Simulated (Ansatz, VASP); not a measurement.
## Two plane-wave programs on Ba5HfO2

```xyz
8
Lattice="3.9914 2.2886 5.8223 -3.9984 2.2877 5.8288 -0.0058 -4.8566 5.9370" Properties=species:S:1:pos:R:3 pbc="T T T"
Ba   -0.1103    2.2894    5.8337
Ba   -1.6708   -1.6172    5.3317
Ba    2.3252   -0.9482    6.4199
Ba    0.2674   -0.6862   15.4560
Ba    0.2774    0.4185    2.1376
Hf   -1.0179   -0.1485    8.7929
O    -0.0591   -0.1128   10.4676
O    -0.0570   -0.1758    7.1190
```

Change from the starting cell: cell x1, atoms moved at random (sigma 0.15 Å) and cell strained at random (1.5 %), then relaxed without symmetry.

Alike in both runs: functional PBE; k mesh 3 × 3 × 3; occupations gaussian, width 0.2 eV; no spin polarisation.

Ansatz relaxed the structure, and its values are those at the end. VASP's run is a single point on that final structure, the one shown.

```csv
,VASP,Ansatz
version,VASP 6.6.1,Ansatz 0.2.0
potentials or method,"VASP PAW PBE potentials, release 64 (Ba_sv, Hf_pv, O), cutoff 520 eV","scalar-relativistic, plane waves, PAW"
valence electrons in the cell,72,88
```

```tsv
	VASP	Ansatz	Ansatz less VASP
gap on the k mesh at the Fermi level (eV)	none	none	-
pressure (GPa)	0.2	0.0	-0.19
rms of the force components (eV/Å)	0.089	0.004	-0.0850
```

A gap of «none» marks a metal or a gap that the smearing closes. VASP's potentials hold 72 valence electrons a cell and Ansatz's 88, so a difference there can come from the potentials and not from the codes.

Neither program's run includes spin-orbit coupling.
